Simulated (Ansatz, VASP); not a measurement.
## One calculation of Cl, two programs

```
CELL_PARAMETERS angstrom
12.00000 0.00000 0.00000
0.00000 12.30000 0.00000
0.00000 0.00000 12.60000
ATOMIC_POSITIONS crystal
Cl 0.50000 0.50000 0.42049
Cl 0.50000 0.50000 0.57951
```

Alike in both runs: task single point; functional PBE0; k mesh 1 × 1 × 1; occupations fermi-dirac, width 0.01 eV; no spin polarisation.

|  | VASP | Ansatz |
| --- | --- | --- |
| version | VASP 6.6.1 | Ansatz 0.2.0 |
| potentials or method | VASP PAW PBE potentials, release 64 (Cl), cutoff 520 eV | plane waves (420 eV) with PAW, scalar-relativistic |
| valence electrons in the cell | 14 | 14 |

VASP gave:

- gap on the k mesh at the Fermi level (eV): 5.51

**Question.** Estimate Ansatz's values.

**Answer.** gap on the k mesh at the Fermi level (eV): 5.45.

The functional is the same, so the differences come from potentials, cutoffs and numerics.
